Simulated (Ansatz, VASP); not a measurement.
Sc2AlP3 in VASP and in Ansatz

```
CELL_PARAMETERS angstrom
2.61502 -6.02816 0.00000
2.61502 6.02816 0.00000
0.00000 0.00000 3.85964
ATOMIC_POSITIONS crystal
Sc 0.64666 0.35334 0.50000
Sc 0.35334 0.64666 0.50000
Al 0.00000 0.00000 0.00000
P 0.13943 0.86057 0.50000
P 0.86057 0.13943 0.50000
P 0.50000 0.50000 0.00000
```

Change from the starting cell: species swapped into the Li2CeO3 type (Cmmm, No. 65).

Alike in both runs: functional PBE; k mesh 4 × 4 × 4; occupations gaussian, width 0.1 eV; no spin polarisation.

Ansatz relaxed the structure, and its values are those at the end. VASP's run is a single point on that final structure, the one shown.

```csv
,VASP,Ansatz
version,VASP 6.6.1,Ansatz 0.2.0
potentials or method,"VASP PAW PBE potentials, release 64 (Sc_sv, Al, P), cutoff 520 eV","scalar-relativistic, plane waves, PAW"
valence electrons in the cell,40,40
```

|  | VASP | Ansatz | Ansatz less VASP |
| --- | --- | --- | --- |
| gap on the k mesh at the Fermi level (eV) | none | none | - |
| pressure (GPa) | 0.2 | 0.1 | -0.10 |
| rms of the force components (eV/Å) | 0.016 | 0.012 | -0.0041 |

A gap of «none» marks a metal or a gap that the smearing closes. With one functional, cell and mesh, what is left measures potentials, basis and numerics.

The k mesh is coarse, so the values compare programs but aren't converged.
